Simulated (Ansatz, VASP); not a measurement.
# Two plane-wave programs on TiAl3

File POSCAR:

```
TiAl3
1.0
    3.9556712500      0.0000000000      0.0000000000
    0.0000000000      3.9556712500      0.0000000000
    0.0000000000      0.0000000000      3.9556712500
Ti Al
1 3
Direct
    0.0072977534      0.0072977534      0.0072977534
    0.5000000000      0.5000000000      0.0000000000
    0.5000000000      0.0000000000      0.5000000000
    0.0000000000      0.5000000000      0.5000000000
```

File INCAR.step1:

```
PREC = Accurate
ENCUT = 520
ISMEAR = 0
SIGMA = 0.15
LREAL = F
LASPH = T
NELM = 80
NBANDS = 18
GGA = PE
ALGO = Normal
EDIFF = 1E-4
LWAVE = T
LCHARG = F
```

File INCAR.step2:

```
PREC = Accurate
ENCUT = 520
EDIFF = 1E-6
ISMEAR = 0
SIGMA = 0.15
LREAL = F
LASPH = T
NELM = 80
ALGO = Normal
ISIF = 2
LWAVE = F
LCHARG = F
METAGGA = R2SCAN
LMIXTAU = T
NBANDS = 18
ISTART = 1
```

KPOINTS

```
regular mesh
0
Gamma
  12 12 12
```

Input for Ansatz:

```yaml
crystal:
  lattice:
    - [3.95567125, 0.0, 0.0]
    - [0.0, 3.95567125, 0.0]
    - [0.0, 0.0, 3.95567125]
  atoms:
    - { symbol: Ti, position: [0.0072977534, 0.0072977534, 0.0072977534] }
    - { symbol: Al, position: [0.5, 0.5, 0.0] }
    - { symbol: Al, position: [0.5, 0.0, 0.5] }
    - { symbol: Al, position: [0.0, 0.5, 0.5] }
basis:
  ecutwfc: 500
kpoints:
  mp_grid: { grid: [12, 12, 12] }
hamiltonian:
  xc: r2scan
scf:
  occupations: { method: gaussian, width: 0.15 }
output:
  forces: true
  stress: true
  eigenvalues: true
```

Alike in both runs: task single point; functional r2SCAN; k mesh 12 × 12 × 12; occupations gaussian, width 0.15 eV; no spin polarisation.

|  | VASP | Ansatz |
| --- | --- | --- |
| version | VASP 6.6.1 | Ansatz 0.2.0 |
| potentials or method | VASP PAW PBE potentials, release 64 (Ti_sv, Al), cutoff 520 eV | scalar-relativistic, plane waves, PAW |
| valence electrons in the cell | 21 | 21 |

```tsv
	VASP	Ansatz	Ansatz less VASP
gap on the k mesh at the Fermi level (eV)	none	none	-
pressure (GPa)	0.0	0.1	+0.09
rms of the force components (eV/Å)	0.172	0.171	-0.0015
```

VASP's potentials were made for PBE, not for r2SCAN. Atom by atom the forces differ by 0.002 eV/Å (rms over components). A gap of «none» marks a metal or a gap that the smearing closes.
